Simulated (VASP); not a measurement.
# HfTa (Fm-3m) in VASP: notebook, part 2 of 2

VASP 6.6.1.

### 4 Relaxation of cell and atoms, PBE

The input, INCAR:

```
PREC = Accurate
ENCUT = 600
EDIFF = 1E-6
ISMEAR = 0
SIGMA = 0.1
LREAL = False
LASPH = True
NELM = 100
ALGO = Normal
ISIF = 3
LWAVE = False
LCHARG = False
GGA = PE
IBRION = 2
NSW = 90
EDIFFG = -0.04
```

The input, KPOINTS:

```
Automatic mesh
0
Gamma
  6 6 6
```

The input, POSCAR:

```
HfTa
1.0
    0.0000000000      2.6082596200      2.6082596200
    2.6082596200      0.0000000000      2.6082596200
    2.6082596200      2.6082596200      0.0000000000
Hf Ta
1 1
Direct
    0.0000000000      0.0000000000      0.0000000000
    0.5000000000      0.5000000000      0.5000000000
```

Potentials or basis: VASP PAW PBE potentials, release 64 (Hf_pv, Ta_pv).

On the command line:

```
cat potpaw_PBE.64/Hf_pv/POTCAR potpaw_PBE.64/Ta_pv/POTCAR > POTCAR
mpirun -np 1 vasp_std > vasp.out
```

OUTCAR:

```text
PREC = Accurate
   ENCUT = 600
   EDIFF = 1E-6
   ISMEAR = 0
   LREAL = False
   LASPH = True
   NELM = 100
   ISIF = 3
   GGA = PE
   IBRION = 2
   NSW = 90
   EDIFFG = -0.04

 ion  position               nearest neighbor table
   1  0.000  0.000  0.000-   2 2.61   2 2.61   2 2.61   2 2.61   2 2.61   2 2.61
   2  0.500  0.500  0.500-   1 2.61   1 2.61   1 2.61   1 2.61   1 2.61   1 2.61

  LATTYP: Found a face centered cubic cell.
 ALAT       =     5.2165192400

  Lattice vectors:

 A1 = (   0.0000000000,   2.6082596200,   2.6082596200)
 A2 = (   2.6082596200,   0.0000000000,   2.6082596200)
 A3 = (   2.6082596200,   2.6082596200,   0.0000000000)

Analysis of symmetry for initial positions (statically):
=====================================================================
 Subroutine PRICEL returns:
 Original cell was already a primitive cell.

 Routine SETGRP: Setting up the symmetry group for a
 face centered cubic supercell.

 Subroutine GETGRP returns: Found 48 space group operations
 (whereof 48 operations were pure point group operations)
 out of a pool of 48 trial point group operations.

The static configuration has the point symmetry O_h .

Analysis of symmetry for dynamics (positions and initial velocities):
=====================================================================
 Subroutine PRICEL returns:
 Original cell was already a primitive cell.

 Routine SETGRP: Setting up the symmetry group for a
 face centered cubic supercell.

 Subroutine GETGRP returns: Found 48 space group operations
 (whereof 48 operations were pure point group operations)
 out of a pool of 48 trial point group operations.

The dynamic configuration has the point symmetry O_h .

 Subroutine INISYM returns: Found 48 space group operations
 (whereof 48 operations are pure point group operations),
 and found     1 'primitive' translations

----------------------------------------------------------------------------------------

                                     Primitive cell

  volume of cell :      35.4881

  direct lattice vectors                    reciprocal lattice vectors
     0.000000000  2.608259620  2.608259620    -0.191698708  0.191698708  0.191698708
     2.608259620  0.000000000  2.608259620     0.191698708 -0.191698708  0.191698708
     2.608259620  2.608259620  0.000000000     0.191698708  0.191698708 -0.191698708

  length of vectors
     3.688636129  3.688636129  3.688636129     0.332031902  0.332031902  0.332031902

  position of ions in fractional coordinates (direct lattice)
     0.000000000  0.000000000  0.000000000
     0.500000000  0.500000000  0.500000000

  ion indices of the primitive-cell ions
   primitive index   ion index
                 1           1
                 2           2

----------------------------------------------------------------------------------------

 KPOINTS: Automatic mesh

Automatic generation of k-mesh.
 Grid dimensions read from file:
 generate k-points for:    6    6    6

 Generating k-lattice:

  Cartesian coordinates                     Fractional coordinates (reciprocal lattice)
    -0.031949785  0.031949785  0.031949785     0.166666667  0.000000000  0.000000000
     0.031949785 -0.031949785  0.031949785     0.000000000  0.166666667  0.000000000
     0.031949785  0.031949785 -0.031949785     0.000000000  0.000000000  0.166666667

[... 36 lines left out ...]
   NGXF,Y,Z  is equivalent  to a cutoff of  27.04, 27.04, 27.04 a.u.
 SYSTEM =  unknown system
   PREC   = accura    normal or accurate (medium, high low for compatibility)
   ISTART =      0    job   : 0-new  1-cont  2-samecut
   ICHARG =      2    charge: 1-file 2-atom 10-const
   ISPIN  =      1    spin polarized calculation?
   LNONCOLLINEAR =      F non collinear calculations
   LSORBIT =      F    spin-orbit coupling
   LASPH  =      T    aspherical Exc in radial PAW
   ENCUT  =  600.0 eV  44.10 Ry    6.64 a.u.   7.37  7.37  7.37*2*pi/ulx,y,z
   NELM   =    100;   NELMIN=  2; NELMDL= -5     # of ELM steps
   EDIFF  = 0.1E-05   stopping-criterion for ELM
   LREAL  =      F    real-space projection
   EDIFFG = -.4E-01   stopping-criterion for IOM
   NSW    =     90    number of steps for IOM
   IBRION =      2    ionic relax: 0-MD 1-quasi-New 2-CG
   NFREE  =      1    steps in history (QN), initial steepest desc. (CG)
   ISIF   =      3    stress and relaxation
   ISYM   =      2    0-nonsym 1-usesym 2-fastsym
   POTIM  = 0.5000    time-step for ionic-motion
   TEBEG  =    0.0;   TEEND  =   0.0 temperature during run
   PSTRESS=    0.0 pullay stress
   NELECT =      21.0000    total number of electrons
   NUPDOWN=      -1.0000    fix difference up-down
   EMIN   =  10.00;   EMAX   =-10.00  energy-range for DOS
   EFERMI =   0.00;   METHOD = LEGACY
   ISMEAR =     0;   SIGMA  =   0.10  broadening in eV -4-tet -1-fermi 0-gaus
   EFERMI_NEDOS =   21; number of points for ismear=-14 and -15
   IALGO  =     38    algorithm
   IMIX   =      4    mixing-type and parameters
     AMIX     =   0.40;   BMIX     =  1.00
     AMIX_MAG =   1.60;   BMIX_MAG =  1.00
  volume/ion in A,a.u.               =      17.74       119.74
  Fermi-wavevector in a.u.,A,eV,Ry     =   1.374423  2.597283 25.701934  1.889039
  Thomas-Fermi vector in A             =   2.499851
   LORBIT       =      0    0 simple, 1 ext, 2 COOP (PROOUT), +10 PAW based schemes
   GGA     = PE    functional components
   LHFCALC =     F    Hartree Fock is set to
   AEXX    =    0.0000 exact exchange contribution
   IVDW    =     0    specifies the selected vdW correction
   LEPSILON=     F    determine dielectric tensor
   LRPA    =     F    only Hartree local field effects (RPA)
 conjugate gradient relaxation of ions
 non-spin polarized calculation
 Gauss-broadening in eV      SIGMA  =   0.10
  energy-cutoff  :      600.00
  volume of cell :       35.49
 maximum number of plane-waves:      1243
 NGX is ok and might be reduce to    30
   NGX = 15   NGY = 15   NGZ = 15

--------------------------------------- Ionic step        1  -------------------------------------------

 number of electron      21.0000002 magnetization

 Free energy of the ion-electron system (eV)
  ---------------------------------------------------
  ext. energy  EPLUGINS =         0.00000000
  ---------------------------------------------------
  free energy    TOTEN  =       -18.48784795 eV

  energy without entropy =      -18.47841738  energy(sigma->0) =      -18.48313266

------------------------ aborting loop because EDIFF is reached ----------------------------------------

  FORCE on cell =-STRESS in cart. coord.  units (eV):
  Direction    XX          YY          ZZ          XY          YZ          ZX
  --------------------------------------------------------------------------------------
  -------------------------------------------------------------------------------------
  Total        7.9747104      7.9747104      7.9747104      0.0000000      0.0000000      0.0000000
  in kB      360.0336156    360.0336156    360.0336156      0.0000000      0.0000000      0.0000000
  external PRESSURE =     360.0336156 kB  Pullay stress =       0.0000000 kB
[... 23 lines left out ...]
--------------------------------------- Ionic step        2  -------------------------------------------

 number of electron      20.9999995 magnetization

 E-fermi :   2.3288     XC(G=0):  -9.9906

 val. band max:        2.2745455331   @ k =  -0.3333   0.1667   0.0000
 cond. band min:       2.3428909275   @ k =   0.3333   0.1667   0.0000
 fundamental gap:      0.0683453944
 Fermi energy:         2.3287999450

 k-point     1 :       0.0000    0.0000    0.0000
  band No.  band energies     occupation
      1     -32.2570      2.00000
      2     -32.2570      2.00000
      3     -32.2570      2.00000
      4     -28.4188      2.00000
      5     -28.4188      2.00000
      6     -28.4188      2.00000
      7      -3.5299      2.00000
      8       1.0441      2.00000
      9       1.0441      2.00000
     10       1.3708      2.00000
     11       1.3708      2.00000
     12       1.3708      2.00000
     13       6.8798      0.00000
     14       6.8799      0.00000
[... 324 lines left out ...]
--------------------------------------- Ionic step        4  -------------------------------------------

 number of electron      20.9999999 magnetization

 Free energy of the ion-electron system (eV)
  ---------------------------------------------------
  ext. energy  EPLUGINS =         0.00000000
  ---------------------------------------------------
  free energy    TOTEN  =       -19.36228035 eV

  energy without entropy =      -19.34497543  energy(sigma->0) =      -19.35362789

 E-fermi :   4.0852     XC(G=0): -11.2624

 val. band max:        4.0440112185   @ k =   0.3333   0.3333   0.0000
 cond. band min:       4.0925724688   @ k =   0.5000   0.5000   0.0000
 fundamental gap:      0.0485612503
 Fermi energy:         4.0851915129

 k-point     1 :       0.0000    0.0000    0.0000
  band No.  band energies     occupation
      1     -29.9314      2.00000
      2     -29.9314      2.00000
      3     -29.9314      2.00000
      4     -25.8262      2.00000
      5     -25.8262      2.00000
      6     -25.8262      2.00000
      7      -2.7218      2.00000
      8       2.1515      2.00000
      9       2.1515      2.00000
     10       2.3598      2.00000
     11       2.3598      2.00000
     12       2.3598      2.00000
     13      10.5017      0.00000
     14      10.5017      0.00000
[... 282 lines left out ...]
  FREE ENERGIE OF THE ION-ELECTRON SYSTEM (eV)
  ---------------------------------------------------
  free  energy   TOTEN  =       -19.3622803453 eV

  energy  without entropy=      -19.3449754325  energy(sigma->0) =      -19.35362789

 reached required accuracy - stopping structural energy minimisation
```

OSZICAR:

```text
N       E                     dE             d eps       ncg     rms          rms(c)
DAV:   1     0.128502650339E+03    0.12850E+03   -0.12977E+04   448   0.164E+03
DAV:   2    -0.153504978442E+02   -0.14385E+03   -0.14119E+03   532   0.385E+02
DAV:   3    -0.188713174186E+02   -0.35208E+01   -0.34926E+01   610   0.497E+01
[... 39 lines left out ...]
DAV:   4    -0.193622689632E+02    0.11094E-03   -0.44335E-04   574   0.187E-01    0.711E-02
DAV:   5    -0.193622823206E+02   -0.13357E-04   -0.67145E-05   550   0.584E-02    0.143E-02
DAV:   6    -0.193622809405E+02    0.13801E-05   -0.43493E-06   542   0.138E-02    0.105E-02
DAV:   7    -0.193622809100E+02    0.30440E-07   -0.17272E-05   566   0.210E-02    0.517E-03
DAV:   8    -0.193622803453E+02    0.56473E-06   -0.30903E-06   482   0.896E-03
   4 F= -.19362280E+02 E0= -.19353628E+02  d E =-.874432E+00
```

CONTCAR:

```text
HfTa
   1.00000000000000
     0.0000000000000000    2.8247779987035537    2.8247779987035537
     2.8247779987035537    0.0000000000000000    2.8247779987035537
     2.8247779987035537    2.8247779987035537    0.0000000000000000
  Hf              Ta
     1     1
Direct
     0.0000000000000000    0.0000000000000000    0.0000000000000000
     0.5000000000000000    0.5000000000000000    0.5000000000000000

  0.00000000E+00  0.00000000E+00  0.00000000E+00
  0.00000000E+00  0.00000000E+00  0.00000000E+00
```

Wall time 19 s (1 thread of Intel Xeon 6975P-C (Granite Rapids), shared host); peak memory 0.18 GiB.

What came out:

* Free energy: -19.3623 eV
* Relaxed volume: 22.54 Å³/atom
* Relaxed cell: a = 3.995 Å, b = 3.995 Å, c = 3.995 Å, α = 60.00°, β = 60.00°, γ = 60.00°
* Space group after relaxing (to 0.05 Å): Fm-3m (No. 225)
* Energy gained by relaxing: 437.2 meV/atom
* Ionic steps: 4
* Pressure after relaxing: -0.2 GPa

The path:
```csv
step,energy change (eV),largest force (eV/Å),pressure (GPa),volume (Å³)
1,0.0000,0.0000,36.00,35.49
2,0.1505,0.0000,-17.21,60.16
3,-0.8728,0.0000,-1.06,45.47
4,-0.8744,0.0000,-0.22,45.08
```

Final structure:
```
CELL_PARAMETERS angstrom
0.00000 2.82478 2.82478
2.82478 0.00000 2.82478
2.82478 2.82478 0.00000
ATOMIC_POSITIONS crystal
Hf 0.00000 0.00000 0.00000
Ta 0.50000 0.50000 0.50000
```

Levels at points of the mesh, in eV from the Fermi level:
| k point | band 8 | band 9 | band 10 | band 11 | band 12 | band 13 |
| --- | --- | --- | --- | --- | --- | --- |
| (0.00, 0.00, 0.00) | -1.93 | -1.93 | -1.73 | -1.73 | -1.73 | 6.42 |
| (0.50, 0.00, 0.00) | -2.66 | 0.31 | 0.31 | 1.03 | 1.03 | 2.01 |
| (0.50, 0.50, 0.00) | -3.32 | -1.01 | -0.95 | 0.01 | 2.40 | 2.40 |

Caveat: the volume moved by over 15 % at a fixed basis, so the end points are rough; spin-orbit coupling is left out, which moves the levels of the heavy elements.

### 5 Overview

```tsv
task	cell	cutoff (eV)	gap on the mesh (eV)	pressure (GPa)
single point	a = 3.689 Å, angles 60.0°, 2 atoms	520	none	36.0
single point	a = 3.990 Å, angles 60.0°, 2 atoms	520	none	0.1
relaxation of cell and atoms	relaxed from a = 3.689 Å, angles 60.0°, 2 atoms	600	none	-0.2
```

Alike in all rows: level PBE; potentials or basis VASP PAW PBE potentials, release 64 (Hf_pv, Ta_pv); no spin polarisation; k mesh 6 × 6 × 6; smearing gaussian 0.1 eV.

Caveats: spin-orbit coupling is left out, which moves the levels of the heavy elements; the volume moved by over 15 % at a fixed basis, so the end points are rough (some runs).

Total energies depend on the potentials used, so only differences within one code and one set of settings carry meaning.
